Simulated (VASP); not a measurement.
Crystal: Ta.

```
Ta
1.0
     3.74803    0.00000    0.00000
    -1.87402    3.24589    0.00000
     0.00000    0.00000    6.18426
Ta
4
Cartesian
  0.0000 2.1639 2.7056
  1.8740 1.0820 5.7977
  1.8740 1.0820 3.4786
  0.0000 2.1639 0.3865
```

This isn't the form of Ta at room conditions, which is bcc.

```yaml
Program: VASP 6.6.1
Task: relaxation of cell and atoms
Functional: r2SCAN
Potentials_or_basis: VASP PAW PBE potentials, release 64 (Ta_pv)
Cutoff: 600 eV
k_mesh: 6 × 6 × 4
Occupations: gaussian, width 0.1 eV
Spin: no spin polarisation
```

At the start: pressure 59.8 GPa; volume 18.81 Å³/atom.

Question: How do energy, volume and symmetry change on relaxing?

Answer: Over 30 steps the energy falls by 2242.7 meV/atom and the volume is 24.93 Å³/atom (+32.5 %); space group P6_3/mmc (No. 194, to 0.1 Å) before, P6/mmm (No. 191, to 0.1 Å).

The path:
```
step  energy change (eV)  largest force (eV/Å)  pressure (GPa)  volume (Å³)
   1              0.0000                0.2967           59.83        75.24
   2             -0.1235                0.3782          -14.39       180.49
   3             -4.7200                0.8797           -2.07       114.10
   4             -4.7408                0.8952           -0.71       111.85
   5             -4.7438                0.9012            0.07       110.65
   6             -4.8861                0.8118           -0.74       111.35
   7             -5.0594                0.0820           -2.42       113.43
   8             -5.1717                0.4646           -3.40       114.38
   9             -5.3405                0.1900           -5.00       116.29
  10             -5.3532                0.2043           -5.06       116.31
  11             -5.3907                0.2435           -5.22       116.37
  12             -5.4652                0.2735           -5.57       116.48
  13             -5.6185                0.2638           -6.28       116.70
  14             -5.9945                0.0218           -7.82       117.09
  15             -6.4013                1.1294           -8.84       117.71
  16             -6.4089                0.5563           -9.01       117.55
  17             -6.4213                0.7342           -9.00       117.61
  18             -6.5999                0.8276           -8.59       116.18
  19             -7.1144                1.1512           -7.08       111.93
  20             -7.9648                2.0129           -2.54       103.54
  21             -7.7219                3.8813           19.13        87.28
  22             -8.2764                2.8192            3.53        96.89
  23             -8.6002                2.1985            3.39        96.47
  24             -8.8382                0.7450            6.35        95.00
  25             -8.8977                0.4970            4.73        95.53
  26             -8.8992                0.3299            4.94        95.46
  27             -8.9624                0.1500            1.58        98.26
  28             -8.9705                0.0640           -0.07        99.81
  29             -8.9705                0.0687            0.02        99.72
  30             -8.9709                0.0333            0.04        99.72
```

Final structure:
```yaml
crystal:
  lattice:
    - [4.64165, 0.00000, 0.00000]
    - [-2.32082, 4.01978, 0.00000]
    - [0.00000, 0.00000, 5.34467]
  atoms:
    - { symbol: Ta, position: [0.33333, 0.66667, 0.50017] }
    - { symbol: Ta, position: [0.66667, 0.33333, 0.00017] }
    - { symbol: Ta, position: [0.66667, 0.33333, 0.49983] }
    - { symbol: Ta, position: [0.33333, 0.66667, 0.99983] }
```

Caveat: the volume moved by over 15 % at a fixed basis, so the end points are rough; the PAW data sets were made with another functional, which shifts forces and pressure a little.
